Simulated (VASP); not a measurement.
Input of a VASP 6.6.1 run:

The input INCAR:

```
ALGO = Normal ; EDIFF = 1E-6
EDIFFG = -0.02 ; ENCUT = 600
GGA = RE ; IBRION = 2
ISIF = 3 ; ISMEAR = -1
IVDW = 12 ; LASPH = True
LCHARG = False ; LREAL = False
LWAVE = False ; NELM = 80
NSW = 80 ; PREC = Accurate
SIGMA = 0.05
```

KPOINTS

```
k-points
0
Gamma
  8 8 8
```

The input POSCAR:

```
SnSe
1.0
    0.0000000000      3.0100000000      3.0100000000
    3.0100000000      0.0000000000      3.0100000000
    3.0100000000      3.0100000000      0.0000000000
Sn Se
1 1
Direct
    0.0000000000      0.0000000000      0.0000000000
    0.5000000000      0.5000000000      0.5000000000
```

Potentials or basis: VASP PAW PBE potentials, release 64 (Sn_d, Se).

Run with:

```console
$ cat potpaw_PBE.64/Sn_d/POTCAR potpaw_PBE.64/Se/POTCAR > POTCAR
$ mpirun -np 1 vasp_std > vasp.out
```

(1) Predict the relaxed volume.

(2) What does it give for the space group after relaxing (to 0.05 Å)?

(3) Predict the band gap on the k mesh.

Answers

(1) 26.24 Å³/atom.

(2) Fm-3m (No. 225).

(3) 0.71 eV, indirect (least direct gap 0.73 eV).

Caveat: the PAW data sets were made with another functional, which shifts forces and pressure a little; spin-orbit coupling is left out, which moves the levels of the heavy elements.
